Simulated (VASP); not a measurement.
# Sb2Pt (Pnnm) in VASP: further runs

Sb2Pt is run at these levels: PBE; tasks: relaxation of shape and atoms at fixed volume, single point.

Program: VASP 6.6.1. These are calculated values, not measurements. Logs are shortened: lines on timing, memory, paths and dates and some standing lists are left out, and cuts for length are marked.

## (1) The cell of the first run

Symmetry: Pnnm, No. 58, orthorhombic system. The conventional cell has a = 5.098 Å, b = 6.326 Å, c = 3.997 Å, α = 90.00°, β = 90.00°, γ = 90.00°. Sb (site symmetry m) has 3 Pt at 2.57 to 2.61 Å and 2 Sb at 2.75 to 3.35 Å within 3.4 Å. Pt (site symmetry 2/m) has 6 Sb at 2.57 to 2.61 Å within 3.4 Å.

## (2) Relaxation of shape and atoms at fixed volume, PBE (21.48 Å³/atom)

The input, INCAR:

```
SYSTEM = Sb2Pt
ALGO = Normal
EDIFF = 1E-6
EDIFFG = -0.01
ENCUT = 600
GGA = PE
IBRION = 2
ISIF = 4
ISMEAR = 0
LASPH = .True.
LCHARG = .False.
LREAL = .False.
LWAVE = .False.
NELM = 80
NSW = 50
PREC = Accurate
SIGMA = 0.1
```

The input, KPOINTS:

```
k-points
0
Gamma
  6 6 8
  0 0 0
```

The input, POSCAR:

```
Sb2Pt
1.0
    5.0982486812      0.0000000000      0.0000000000
    0.0000000000      6.3256982542      0.0000000000
    0.0000000000      0.0000000000      3.9966411574
Sb Pt
4 2
Direct
    0.2146538145      0.3680877983      0.0000000000
    0.7853461855      0.6319122017      0.0000000000
    0.7146538145      0.1319122017      0.5000000000
    0.2853461855      0.8680877983      0.5000000000
    0.0000000000      0.0000000000      0.0000000000
    0.5000000000      0.5000000000      0.5000000000
```

Potentials or basis: VASP PAW PBE potentials, release 64 (Sb, Pt).

The run is started by

```
> cat potpaw_PBE.64/Sb/POTCAR potpaw_PBE.64/Pt/POTCAR > POTCAR
> mpirun -np 1 vasp_std > vasp.out
```

OUTCAR:

```text
SYSTEM = Sb2Pt
   EDIFF = 1E-6
   EDIFFG = -0.01
   ENCUT = 600
   GGA = PE
   IBRION = 2
   ISIF = 4
   ISMEAR = 0
   LASPH = .True.
   LREAL = .False.
   NELM = 80
   NSW = 50
   PREC = Accurate

 ion  position               nearest neighbor table
   1  0.215  0.368  0.000-   5 2.57   6 2.61   6 2.61   2 2.75   2 3.35   3 3.57   3 3.57   3 3.57
                             3 3.57   4 3.76   4 3.76   4 3.76   4 3.76
   2  0.785  0.632  0.000-   5 2.57   6 2.61   6 2.61   1 2.75   1 3.35   4 3.57   4 3.57   4 3.57
                             4 3.57   3 3.76   3 3.76   3 3.76   3 3.76
   3  0.715  0.132  0.500-   6 2.57   5 2.61   5 2.61   4 2.75   4 3.35   1 3.57   1 3.57   1 3.57
                             1 3.57   2 3.76   2 3.76   2 3.76   2 3.76
   4  0.285  0.868  0.500-   6 2.57   5 2.61   5 2.61   3 2.75   3 3.35   2 3.57   2 3.57   2 3.57
                             2 3.57   1 3.76   1 3.76   1 3.76   1 3.76
   5  0.000  0.000  0.000-   1 2.57   2 2.57   3 2.61   4 2.61   3 2.61   4 2.61
   6  0.500  0.500  0.500-   3 2.57   4 2.57   1 2.61   2 2.61   1 2.61   2 2.61

  LATTYP: Found a simple orthorhombic cell.
 ALAT       =     3.9966411574
 B/A-ratio  =     1.2756333332
 C/A-ratio  =     1.5827536186

  Lattice vectors:

 A1 = (   0.0000000000,   0.0000000000,   3.9966411574)
 A2 = (   5.0982486812,   0.0000000000,   0.0000000000)
 A3 = (   0.0000000000,   6.3256982542,   0.0000000000)

Analysis of symmetry for initial positions (statically):
=====================================================================
 Subroutine PRICEL returns:
 Original cell was already a primitive cell.

 Routine SETGRP: Setting up the symmetry group for a
 simple orthorhombic supercell.

 Subroutine GETGRP returns: Found  8 space group operations
 (whereof  4 operations were pure point group operations)
 out of a pool of  8 trial point group operations.

The static configuration has the point symmetry C_2h.
 The point group associated with its full space group is D_2h.

Analysis of symmetry for dynamics (positions and initial velocities):
=====================================================================
 Subroutine PRICEL returns:
 Original cell was already a primitive cell.

 Routine SETGRP: Setting up the symmetry group for a
 simple orthorhombic supercell.

 Subroutine GETGRP returns: Found  8 space group operations
 (whereof  4 operations were pure point group operations)
 out of a pool of  8 trial point group operations.

The dynamic configuration has the point symmetry C_2h.
 The point group associated with its full space group is D_2h.

 Subroutine INISYM returns: Found  8 space group operations
 (whereof  4 operations are pure point group operations),
 and found     1 'primitive' translations

----------------------------------------------------------------------------------------

                                     Primitive cell

  volume of cell :     128.8916

  direct lattice vectors                    reciprocal lattice vectors
     5.098248681  0.000000000  0.000000000     0.196145787  0.000000000  0.000000000
     0.000000000  6.325698254  0.000000000     0.000000000  0.158085315  0.000000000
     0.000000000  0.000000000  3.996641157     0.000000000  0.000000000  0.250210104

  length of vectors
     5.098248681  6.325698254  3.996641157     0.196145787  0.158085315  0.250210104

  position of ions in fractional coordinates (direct lattice)
     0.214653814  0.368087798  0.000000000
     0.785346186  0.631912202  0.000000000
     0.714653814  0.131912202  0.500000000
     0.285346186  0.868087798  0.500000000
     0.000000000  0.000000000  0.000000000
     0.500000000  0.500000000  0.500000000

  ion indices of the primitive-cell ions
   primitive index   ion index
                 1           1
                 2           2
                 3           3
                 4           4
                 5           5
                 6           6

----------------------------------------------------------------------------------------

 KPOINTS: k-points

Automatic generation of k-mesh.
 Grid dimensions read from file:
 generate k-points for:    6    6    8

 Generating k-lattice:

  Cartesian coordinates                     Fractional coordinates (reciprocal lattice)
     0.032690965  0.000000000  0.000000000     0.166666667  0.000000000  0.000000000
     0.000000000  0.026347552  0.000000000     0.000000000  0.166666667  0.000000000
     0.000000000  0.000000000  0.031276263     0.000000000  0.000000000  0.125000000

  Length of vectors
     0.032690965  0.026347552  0.031276263

  Shift w.r.t. Gamma in fractional coordinates (k-lattice)
     0.000000000  0.000000000  0.000000000

 Subroutine IBZKPT returns following result:
 ===========================================

 Found     80 irreducible k-points:

 Following reciprocal coordinates:
            Coordinates               Weight
  0.000000  0.000000  0.000000      1.000000
  0.166667  0.000000  0.000000      2.000000
  0.333333  0.000000  0.000000      2.000000
  0.500000  0.000000  0.000000      1.000000
  0.000000  0.166667  0.000000      2.000000
  0.166667  0.166667  0.000000      4.000000
[... 16 lines left out ...]
  0.333333  0.166667  0.125000      8.000000
  0.500000  0.166667  0.125000      4.000000
 [... further k-points ...]
   k-points           NKPTS =     80   k-points in BZ     NKDIM =     80   number of bands    NBANDS=     24
   number of dos      NEDOS =    301   number of ions     NIONS =      6
   total plane-waves  NPLWV =  72576
   dimension x,y,z NGX =    42 NGY =   54 NGZ =   32
   dimension x,y,z NGXF=    84 NGYF=  108 NGZF=   64
   ions per type =               4   2
   NGX,Y,Z   is equivalent  to a cutoff of  13.70, 14.19, 13.31 a.u.
   NGXF,Y,Z  is equivalent  to a cutoff of  27.39, 28.38, 26.62 a.u.
 SYSTEM =  Sb2Pt
   PREC   = accura    normal or accurate (medium, high low for compatibility)
   ISTART =      0    job   : 0-new  1-cont  2-samecut
   ICHARG =      2    charge: 1-file 2-atom 10-const
   ISPIN  =      1    spin polarized calculation?
   LNONCOLLINEAR =      F non collinear calculations
   LSORBIT =      F    spin-orbit coupling
   LASPH  =      T    aspherical Exc in radial PAW
   ENCUT  =  600.0 eV  44.10 Ry    6.64 a.u.  10.18 12.63  7.98*2*pi/ulx,y,z
   NELM   =     80;   NELMIN=  2; NELMDL= -5     # of ELM steps
   EDIFF  = 0.1E-05   stopping-criterion for ELM
   LREAL  =      F    real-space projection
   EDIFFG = -.1E-01   stopping-criterion for IOM
   NSW    =     50    number of steps for IOM
   IBRION =      2    ionic relax: 0-MD 1-quasi-New 2-CG
   NFREE  =      1    steps in history (QN), initial steepest desc. (CG)
   ISIF   =      4    stress and relaxation
   ISYM   =      2    0-nonsym 1-usesym 2-fastsym
   POTIM  = 0.5000    time-step for ionic-motion
   TEBEG  =    0.0;   TEEND  =   0.0 temperature during run
   PSTRESS=    0.0 pullay stress
   NELECT =      40.0000    total number of electrons
   NUPDOWN=      -1.0000    fix difference up-down
   EMIN   =  10.00;   EMAX   =-10.00  energy-range for DOS
   EFERMI =   0.00;   METHOD = LEGACY
   ISMEAR =     0;   SIGMA  =   0.10  broadening in eV -4-tet -1-fermi 0-gaus
   EFERMI_NEDOS =   21; number of points for ismear=-14 and -15
   IALGO  =     38    algorithm
   IMIX   =      4    mixing-type and parameters
     AMIX     =   0.40;   BMIX     =  1.00
     AMIX_MAG =   1.60;   BMIX_MAG =  1.00
  volume/ion in A,a.u.               =      21.48       144.97
  Fermi-wavevector in a.u.,A,eV,Ry     =   1.108375  2.094525 16.714683  1.228495
  Thomas-Fermi vector in A             =   2.244901
   LORBIT       =      0    0 simple, 1 ext, 2 COOP (PROOUT), +10 PAW based schemes
   GGA     = PE    functional components
   LHFCALC =     F    Hartree Fock is set to
   AEXX    =    0.0000 exact exchange contribution
   IVDW    =     0    specifies the selected vdW correction
   LEPSILON=     F    determine dielectric tensor
   LRPA    =     F    only Hartree local field effects (RPA)
 conjugate gradient relaxation of ions
 non-spin polarized calculation
 Gauss-broadening in eV      SIGMA  =   0.10
  energy-cutoff  :      600.00
  volume of cell :      128.89
 maximum number of plane-waves:      4336
 NGX is ok and might be reduce to    42
   NGX = 21   NGY = 25   NGZ = 15

--------------------------------------- Ionic step        1  -------------------------------------------

 number of electron      40.0000000 magnetization

 Free energy of the ion-electron system (eV)
  ---------------------------------------------------
  ext. energy  EPLUGINS =         0.00000000
  ---------------------------------------------------
  free energy    TOTEN  =       -30.76219801 eV

  energy without entropy =      -30.75597061  energy(sigma->0) =      -30.75908431

------------------------ aborting loop because EDIFF is reached ----------------------------------------

  FORCE on cell =-STRESS in cart. coord.  units (eV):
  Direction    XX          YY          ZZ          XY          YZ          ZX
  --------------------------------------------------------------------------------------
  -------------------------------------------------------------------------------------
  Total       13.6474988     14.0146621     13.8809566      0.0000000      0.0000000      0.0000000
  in kB      169.6441955    174.2081905    172.5461741      0.0000000      0.0000000      0.0000000
  external PRESSURE =     172.1328534 kB  Pullay stress =       0.0000000 kB
[... 265 lines left out ...]
  energy  without entropy=      -30.7566852175  energy(sigma->0) =      -30.75990871

--------------------------------------- Ionic step        8  -------------------------------------------

 number of electron      40.0000001 magnetization

 Free energy of the ion-electron system (eV)
  ---------------------------------------------------
  ext. energy  EPLUGINS =         0.00000000
  ---------------------------------------------------
  free energy    TOTEN  =       -30.76314866 eV

  energy without entropy =      -30.75670201  energy(sigma->0) =      -30.75992533

 E-fermi :  10.3370     XC(G=0): -11.0896

 val. band max:       10.3178771633   @ k =   0.1667   0.3333   0.3750
 cond. band min:      10.3476500009   @ k =   0.0000   0.1667   0.0000
 fundamental gap:      0.0297728376
 Fermi energy:        10.3370128754

 k-point     1 :       0.0000    0.0000    0.0000
  band No.  band energies     occupation
      1      -3.3022      2.00000
      2      -0.7905      2.00000
      3       0.7563      2.00000
      4       2.0203      2.00000
      5       2.8983      2.00000
      6       3.8253      2.00000
[... 637 lines left out ...]
     23      13.1400      0.00000
     24      13.1400      0.00000

 [... further k-points ...]
[... 5 lines left out ...]
  --------------------------------------------------------------------------------------
  -------------------------------------------------------------------------------------
  Total       13.7826613     13.7864957     13.8047361      0.0000000      0.0000000      0.0000000
  in kB      171.3243224    171.3719854    171.5987214      0.0000000      0.0000000      0.0000000
  external PRESSURE =     171.4316764 kB  Pullay stress =       0.0000000 kB
[... 21 lines left out ...]
  FREE ENERGIE OF THE ION-ELECTRON SYSTEM (eV)
  ---------------------------------------------------
  free  energy   TOTEN  =       -30.7631486573 eV

  energy  without entropy=      -30.7567020095  energy(sigma->0) =      -30.75992533

 reached required accuracy - stopping structural energy minimisation
```

It took 18 min on 1 thread of AMD EPYC 7R43 (Zen 3), shared host; peak memory 0.42 GiB.

Results:

| Item | Value |
| --- | --- |
| Free energy | -30.7631 eV |
| Energy gained by relaxing | 0.2 meV/atom |
| Ionic steps | 8 |
| Pressure after relaxing | 17.1 GPa |
| Band gap on the k mesh | zero (bands 20 and 21 overlap by 1.21 eV) |

Forces on the atoms (eV/Å):
```
Sb   0.002  0.002  0.000
Sb  -0.002 -0.002  0.000
Sb   0.002 -0.002  0.000
Sb  -0.002  0.002  0.000
Pt   0.000  0.000  0.000
Pt   0.000  0.000  0.000
```

Step by step:
```
step  energy change (eV)  largest force (eV/Å)  pressure (GPa)  volume (Å³)
   1              0.0000                0.0331           17.21       128.89
   2             -0.0006                0.0307           17.18       128.89
   3             -0.0008                0.0290           17.16       128.89
   4             -0.0006                0.0255           17.12       128.89
   5             -0.0008                0.0282           17.15       128.89
   6             -0.0008                0.0333           17.13       128.89
   7             -0.0009                0.0122           17.13       128.89
   8             -0.0010                0.0030           17.14       128.89
```

Final structure:
```
CELL_PARAMETERS angstrom
5.07895 0.00000 0.00000
0.00000 6.34108 0.00000
0.00000 0.00000 4.00209
ATOMIC_POSITIONS crystal
Sb 0.21468 0.36732 0.00000
Sb 0.78532 0.63268 0.00000
Sb 0.71468 0.13268 0.50000
Sb 0.28532 0.86732 0.50000
Pt 0.00000 0.00000 0.00000
Pt 0.50000 0.50000 0.50000
```

Caveat: spin-orbit coupling is left out, which moves the levels of the heavy elements.

## (3) Single point, PBE

This run uses another cell than the first one, of 24.41 Å³/atom.

The input, INCAR:

```
PREC = Accurate
ENCUT = 520
EDIFF = 1E-7
ISMEAR = 0
SIGMA = 0.1
LREAL = False
LASPH = True
NELM = 100
ALGO = Normal
ISIF = 2
LWAVE = False
LCHARG = False
GGA = PE
NBANDS = 29
```

The input, KPOINTS:

```
Automatic mesh
0
Gamma
  6 6 8
```

The input, POSCAR:

```
Sb2Pt
1.0
    5.3642556794      0.0000000000      0.0000000000
    0.0000000000      6.5624930897      0.0000000000
    0.0000000000      0.0000000000      4.1606735556
Sb Pt
4 2
Direct
    0.2160173802      0.3693527043      0.0000000000
    0.7839826198      0.6306472957      0.0000000000
    0.7160173802      0.1306472957      0.5000000000
    0.2839826198      0.8693527043      0.5000000000
    0.0000000000      0.0000000000      0.0000000000
    0.5000000000      0.5000000000      0.5000000000
```

Potentials or basis: VASP PAW PBE potentials, release 64 (Sb, Pt).

The run is started by

```
> cat potpaw_PBE.64/Sb/POTCAR potpaw_PBE.64/Pt/POTCAR > POTCAR
> mpirun -np 1 vasp_std > vasp.out
```

Run time: 5.2 min. Hardware: 1 thread of Intel Xeon Platinum 8259CL at 2.50GHz (Skylake/Cascade Lake), shared host; peak memory 0.44 GiB.

Results (log left out):

```
Free energy            : -31.5731 eV
Pressure               : -0.3 GPa
Largest force          : 0.031 eV/Å
Band gap on the k mesh : zero (bands 20 and 21 overlap by 1.54 eV)
```

Forces in eV/Å, atoms in the order of the input:
```
Sb   0.022 -0.022  0.000
Sb  -0.022  0.022  0.000
Sb   0.022  0.022  0.000
Sb  -0.022 -0.022  0.000
Pt   0.000  0.000  0.000
Pt   0.000  0.000  0.000
```

Levels at points of the mesh, in eV from the Fermi level:
```
           k point  band 18  band 19  band 20  band 21  band 22  band 23
(0.00, 0.00, 0.00)    -2.00    -1.57     0.14     0.45     2.31     3.31
(0.50, 0.00, 0.00)    -0.60    -0.19    -0.19     2.26     2.26     2.28
(0.00, 0.50, 0.00)    -1.53    -0.95    -0.95     1.11     1.11     2.91
(0.50, 0.50, 0.00)    -0.29     0.22     0.22     0.28     0.28     2.03
(0.00, 0.00, 0.50)    -2.35    -1.45    -1.45     0.98     0.98     1.54
(0.50, 0.00, 0.50)    -2.65    -2.58    -2.58     0.16     0.16     3.08
(0.00, 0.50, 0.50)    -2.11    -1.27    -1.27    -0.86    -0.86     1.69
(0.50, 0.50, 0.50)    -2.59    -0.60    -0.60     1.74     1.74     2.17
```

Caveat: spin-orbit coupling is left out, which moves the levels of the heavy elements.

The gap in the log of VASP goes by the Fermi energy; the results here count the filled bands.